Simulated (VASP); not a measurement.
# TiO2 (P4_2/mnm) in VASP: settings compared

Aim: see how the results for TiO2 move with the level of theory and the settings. Levels: PBE+D4, PBE+D3(BJ), r2SCAN. Tasks: single point, relaxation of cell and atoms.

All numbers are computed with VASP 6.6.1; they aren't measurements. Logs are shortened: lines on timing, memory, paths and dates and some standing lists are left out, and cuts for length are marked.

**Measured values to compare with.**

“Shallow Valence Band of Rutile GeO2 and P-type Doping”, 2020, arxiv:2011.08928 quotes, for a bulk crystal of TiO2 at 1.6 K: band gap 3.03 eV (direct).

The runs below are set against these values where they give the same quantity.

## 1. The cell of the first run

It takes space group P4_2/mnm (No. 136, tetragonal). The conventional cell has a = 4.607 Å, b = 4.607 Å, c = 2.955 Å, α = 90.00°, β = 90.00°, γ = 90.00°. Ti (site symmetry mmm) has 6 O at 1.95 to 1.98 Å within 2.6 Å. Within 2.6 Å of O (site symmetry m2m) lie 3 Ti at 1.95 to 1.98 Å and 1 O at 2.55 Å.

## 2. Single point, PBE+D4

INCAR reads:

```
PREC = Accurate
ENCUT = 520
EDIFF = 1E-7
ISMEAR = 0
SIGMA = 0.01
LREAL = F
LASPH = T
NELM = 60
ALGO = Normal
ISIF = 2
LWAVE = F
LCHARG = F
GGA = PE
IVDW = 13
NBANDS = 33
```

KPOINTS reads:

```
Automatic mesh
0
Gamma
  4 4 6
```

POSCAR reads:

```
TiO2
1.0
    4.6073063092      0.0000000000      0.0000000000
    0.0000000000      4.6073063092      0.0000000000
    0.0000000000      0.0000000000      2.9548326931
Ti O
2 4
Direct
    0.0000000000      0.0000000000      0.0000000000
    0.5000000000      0.5000000000      0.5000000000
    0.3045377375      0.3045377375      0.0000000000
    0.1954622625      0.8045377375      0.5000000000
    0.6954622625      0.6954622625      0.0000000000
    0.8045377375      0.1954622625      0.5000000000
```

Potentials or basis: VASP PAW PBE potentials, release 64 (Ti_sv, O).

Run with:

```
$ cat potpaw_PBE.64/Ti_sv/POTCAR potpaw_PBE.64/O/POTCAR > POTCAR
$ mpirun -np 1 vasp_std > vasp.out
```

OUTCAR:

```text
PREC = Accurate
   ENCUT = 520
   EDIFF = 1E-7
   ISMEAR = 0
   LREAL = F
   LASPH = T
   NELM = 60
   ISIF = 2
   GGA = PE
   IVDW = 13

 ion  position               nearest neighbor table
   1  0.000  0.000  0.000-   4 1.95   6 1.95   4 1.95   6 1.95   5 1.98   3 1.98
   2  0.500  0.500  0.500-   3 1.95   5 1.95   3 1.95   5 1.95   4 1.98   6 1.98
   3  0.305  0.305  0.000-   2 1.95   2 1.95   1 1.98
   4  0.195  0.805  0.500-   1 1.95   1 1.95   2 1.98
   5  0.695  0.695  0.000-   2 1.95   2 1.95   1 1.98
   6  0.805  0.195  0.500-   1 1.95   1 1.95   2 1.98

  LATTYP: Found a simple tetragonal cell.
 ALAT       =     4.6073063092
 C/A-ratio  =     0.6413362809

  Lattice vectors:

 A1 = (   4.6073063092,   0.0000000000,   0.0000000000)
 A2 = (   0.0000000000,   4.6073063092,   0.0000000000)
 A3 = (   0.0000000000,   0.0000000000,   2.9548326931)

Analysis of symmetry for initial positions (statically):
=====================================================================
 Subroutine PRICEL returns:
 Original cell was already a primitive cell.

 Routine SETGRP: Setting up the symmetry group for a
 simple tetragonal supercell.

 Subroutine GETGRP returns: Found 16 space group operations
 (whereof  8 operations were pure point group operations)
 out of a pool of 16 trial point group operations.

The static configuration has the point symmetry D_2h.
 The point group associated with its full space group is D_4h.

Analysis of symmetry for dynamics (positions and initial velocities):
=====================================================================
 Subroutine PRICEL returns:
 Original cell was already a primitive cell.

 Routine SETGRP: Setting up the symmetry group for a
 simple tetragonal supercell.

 Subroutine GETGRP returns: Found 16 space group operations
 (whereof  8 operations were pure point group operations)
 out of a pool of 16 trial point group operations.

The dynamic configuration has the point symmetry D_2h.
 The point group associated with its full space group is D_4h.

 Subroutine INISYM returns: Found 16 space group operations
 (whereof  8 operations are pure point group operations),
 and found     1 'primitive' translations

----------------------------------------------------------------------------------------

                                     Primitive cell

  volume of cell :      62.7230

  direct lattice vectors                    reciprocal lattice vectors
     4.607306309  0.000000000  0.000000000     0.217046563  0.000000000  0.000000000
     0.000000000  4.607306309  0.000000000     0.000000000  0.217046563  0.000000000
     0.000000000  0.000000000  2.954832693     0.000000000  0.000000000  0.338428637

  length of vectors
     4.607306309  4.607306309  2.954832693     0.217046563  0.217046563  0.338428637

  position of ions in fractional coordinates (direct lattice)
     0.000000000  0.000000000  0.000000000
     0.500000000  0.500000000  0.500000000
     0.304537737  0.304537737  0.000000000
     0.195462263  0.804537737  0.500000000
     0.695462263  0.695462263  0.000000000
     0.804537737  0.195462263  0.500000000

  ion indices of the primitive-cell ions
   primitive index   ion index
                 1           1
                 2           2
                 3           3
                 4           4
                 5           5
                 6           6

----------------------------------------------------------------------------------------

 KPOINTS: Automatic mesh

Automatic generation of k-mesh.
 Grid dimensions read from file:
 generate k-points for:    4    4    6

 Generating k-lattice:

  Cartesian coordinates                     Fractional coordinates (reciprocal lattice)
     0.054261641  0.000000000  0.000000000     0.250000000  0.000000000  0.000000000
     0.000000000  0.054261641  0.000000000     0.000000000  0.250000000  0.000000000
     0.000000000  0.000000000  0.056404773     0.000000000  0.000000000  0.166666667

  Length of vectors
     0.054261641  0.054261641  0.056404773

  Shift w.r.t. Gamma in fractional coordinates (k-lattice)
     0.000000000  0.000000000  0.000000000

 Subroutine IBZKPT returns following result:
 ===========================================

 Found     24 irreducible k-points:

 Following reciprocal coordinates:
            Coordinates               Weight
  0.000000  0.000000  0.000000      1.000000
  0.250000  0.000000  0.000000      4.000000
  0.500000  0.000000  0.000000      2.000000
  0.250000  0.250000  0.000000      4.000000
  0.500000  0.250000  0.000000      4.000000
  0.500000  0.500000  0.000000      1.000000
[... 16 lines left out ...]
  0.500000  0.250000  0.500000      4.000000
  0.500000  0.500000  0.500000      1.000000
   k-points           NKPTS =     24   k-points in BZ     NKDIM =     24   number of bands    NBANDS=     33
   number of dos      NEDOS =    301   number of ions     NIONS =      6
   total plane-waves  NPLWV =  31104
   dimension x,y,z NGX =    36 NGY =   36 NGZ =   24
   dimension x,y,z NGXF=    72 NGYF=   72 NGZF=   48
   ions per type =               2   4
   NGX,Y,Z   is equivalent  to a cutoff of  12.99, 12.99, 13.50 a.u.
   NGXF,Y,Z  is equivalent  to a cutoff of  25.98, 25.98, 27.01 a.u.
 SYSTEM =  unknown system
   PREC   = accura    normal or accurate (medium, high low for compatibility)
   ISTART =      0    job   : 0-new  1-cont  2-samecut
   ICHARG =      2    charge: 1-file 2-atom 10-const
   ISPIN  =      1    spin polarized calculation?
   LNONCOLLINEAR =      F non collinear calculations
   LSORBIT =      F    spin-orbit coupling
   LASPH  =      T    aspherical Exc in radial PAW
   ENCUT  =  520.0 eV  38.22 Ry    6.18 a.u.   8.57  8.57  5.49*2*pi/ulx,y,z
   NELM   =     60;   NELMIN=  2; NELMDL= -5     # of ELM steps
   EDIFF  = 0.1E-06   stopping-criterion for ELM
   LREAL  =      F    real-space projection
   EDIFFG = 0.1E-05   stopping-criterion for IOM
   NSW    =      0    number of steps for IOM
   IBRION =     -1    ionic relax: 0-MD 1-quasi-New 2-CG
   NFREE  =      0    steps in history (QN), initial steepest desc. (CG)
   ISIF   =      2    stress and relaxation
   ISYM   =      2    0-nonsym 1-usesym 2-fastsym
   POTIM  = 0.5000    time-step for ionic-motion
   TEBEG  =    0.0;   TEEND  =   0.0 temperature during run
   PSTRESS=    0.0 pullay stress
   NELECT =      48.0000    total number of electrons
   NUPDOWN=      -1.0000    fix difference up-down
   EMIN   =  10.00;   EMAX   =-10.00  energy-range for DOS
   EFERMI =   0.00;   METHOD = LEGACY
   ISMEAR =     0;   SIGMA  =   0.01  broadening in eV -4-tet -1-fermi 0-gaus
   EFERMI_NEDOS =   21; number of points for ismear=-14 and -15
   IALGO  =     38    algorithm
   IMIX   =      4    mixing-type and parameters
     AMIX     =   0.40;   BMIX     =  1.00
     AMIX_MAG =   1.60;   BMIX_MAG =  1.00
  volume/ion in A,a.u.               =      10.45        70.55
  Fermi-wavevector in a.u.,A,eV,Ry     =   1.497429  2.829730 30.508254  2.242293
  Thomas-Fermi vector in A             =   2.609318
   LORBIT       =      0    0 simple, 1 ext, 2 COOP (PROOUT), +10 PAW based schemes
   GGA     = PE    functional components
   LHFCALC =     F    Hartree Fock is set to
   AEXX    =    0.0000 exact exchange contribution
   IVDW    =    13    specifies the selected vdW correction
   LEPSILON=     F    determine dielectric tensor
   LRPA    =     F    only Hartree local field effects (RPA)
 non-spin polarized calculation
 Gauss-broadening in eV      SIGMA  =   0.01
  energy-cutoff  :      520.00
  volume of cell :       62.72
 maximum number of plane-waves:      1720
 NGX is ok and might be reduce to    36
   NGX = 17   NGY = 17   NGZ = 11

 number of electron      48.0000022 magnetization

 Free energy of the ion-electron system (eV)
  ---------------------------------------------------
  ext. energy  EPLUGINS =         0.00000000
  ---------------------------------------------------
  free energy    TOTEN  =       -53.65483670 eV

  energy without entropy =      -53.65483670  energy(sigma->0) =      -53.65483670

 E-fermi :   4.8661     XC(G=0): -11.3866

 val. band max:        4.7959615672   @ k =   0.0000   0.0000   0.0000
 cond. band min:       6.6430425528   @ k =   0.0000   0.0000   0.0000
 fundamental gap:      1.8470809856
 Fermi energy:         4.8660707187

 k-point     1 :       0.0000    0.0000    0.0000
  band No.  band energies     occupation
      1     -52.1348      2.00000
      2     -52.1182      2.00000
      3     -28.4382      2.00000
      4     -28.4382      2.00000
      5     -28.2763      2.00000
      6     -28.2763      2.00000
[... 25 lines left out ...]
     32      11.3639      0.00000
     33      11.3640      0.00000

 k-point     2 :       0.2500    0.0000    0.0000
  band No.  band energies     occupation
      1     -52.1324      2.00000
      2     -52.1206      2.00000
      3     -28.4195      2.00000
      4     -28.4180      2.00000
      5     -28.2986      2.00000
      6     -28.2970      2.00000
[... 25 lines left out ...]
     32      11.1794      0.00000
     33      11.2125      0.00000

 k-point     3 :       0.5000    0.0000    0.0000
  band No.  band energies     occupation
      1     -52.1265      2.00000
      2     -52.1265      2.00000
      3     -28.3870      2.00000
      4     -28.3870      2.00000
      5     -28.3316      2.00000
      6     -28.3316      2.00000
[... 25 lines left out ...]
     32      10.8321      0.00000
     33      11.0125      0.00000

 k-point     4 :       0.2500    0.2500    0.0000
  band No.  band energies     occupation
      1     -52.1306      2.00000
      2     -52.1223      2.00000
      3     -28.4443      2.00000
      4     -28.3874      2.00000
      5     -28.3311      2.00000
      6     -28.2726      2.00000
[... 673 lines left out ...]
     32      10.6028      0.00000
     33      10.7854      0.00000

 k-point    23 :       0.5000    0.2500    0.5000
  band No.  band energies     occupation
      1     -52.0859      2.00000
      2     -52.0859      2.00000
      3     -28.6699      2.00000
      4     -28.6699      2.00000
      5     -28.2920      2.00000
      6     -28.2920      2.00000
[... 25 lines left out ...]
     32       9.9716      0.00000
     33      11.5256      0.00000

 k-point    24 :       0.5000    0.5000    0.5000
  band No.  band energies     occupation
      1     -52.0859      2.00000
      2     -52.0859      2.00000
      3     -28.6642      2.00000
      4     -28.6642      2.00000
      5     -28.2980      2.00000
      6     -28.2980      2.00000
[... 25 lines left out ...]
     32      10.6623      0.00000
     33      10.7718      0.00000

------------------------ aborting loop because EDIFF is reached ----------------------------------------

  DFT-D4 for vdW energy calculation

  Edisp (eV):   -1.23591

  FORCE on cell =-STRESS in cart. coord.  units (eV):
  Direction    XX          YY          ZZ          XY          YZ          ZX
  --------------------------------------------------------------------------------------
  -------------------------------------------------------------------------------------
  Total       0.22741     0.22741     0.34040    -0.00000     0.00000     0.00000
  in kB       5.80893     5.80893     8.69499    -0.00000     0.00000     0.00000
  external pressure =        6.77 kB  Pullay stress =        0.00 kB

 VOLUME and BASIS-vectors are now :
 -----------------------------------------------------------------------------
  energy-cutoff  :      520.00
  volume of cell :       62.72
      direct lattice vectors                 reciprocal lattice vectors
     4.607306309  0.000000000  0.000000000     0.217046563  0.000000000  0.000000000
     0.000000000  4.607306309  0.000000000     0.000000000  0.217046563  0.000000000
     0.000000000  0.000000000  2.954832693     0.000000000  0.000000000  0.338428637

 POSITION                                       TOTAL-FORCE (eV/Angst)
 -----------------------------------------------------------------------------------
      0.00000      0.00000      0.00000         0.000000     -0.000000      0.000000
      2.30365      2.30365      1.47742         0.000000     -0.000000      0.000000
      1.40310      1.40310      0.00000        -0.017257     -0.017257      0.000000
      0.90055      3.70675      1.47742         0.017257     -0.017257      0.000000
      3.20421      3.20421      0.00000         0.017257      0.017257     -0.000000
      3.70675      0.90055      1.47742        -0.017257      0.017257     -0.000000
 -----------------------------------------------------------------------------------
    total drift:                                0.000000      0.000000      0.000000

  FREE ENERGIE OF THE ION-ELECTRON SYSTEM (eV)
  ---------------------------------------------------
  free  energy   TOTEN  =       -54.8907451067 eV

  energy  without entropy=      -54.8907451067  energy(sigma->0) =      -54.89074511
```

It took 57 s on 1 thread of Intel Xeon Platinum 8259CL at 2.50GHz (Skylake/Cascade Lake), shared host; peak memory 0.19 GiB.

Results:

```yaml
Free_energy: -54.8907 eV
Pressure: 0.7 GPa
Largest_force: 0.024 eV/Å
Band_gap_on_the_k_mesh: 1.85 eV
Dispersion_energy_per_atom: -0.206 eV
```

Forces in eV/Å, atoms in the order of the input:
```
Ti   0.000  0.000  0.000
Ti   0.000  0.000  0.000
O   -0.017 -0.017  0.000
O    0.017 -0.017  0.000
O    0.017  0.017  0.000
O   -0.017  0.017  0.000
```

Stress tensor (GPa, compression positive):
```
0.58 0.00 0.00
0.00 0.58 0.00
0.00 0.00 0.87
```

(Part 1 of 2 ends here.)
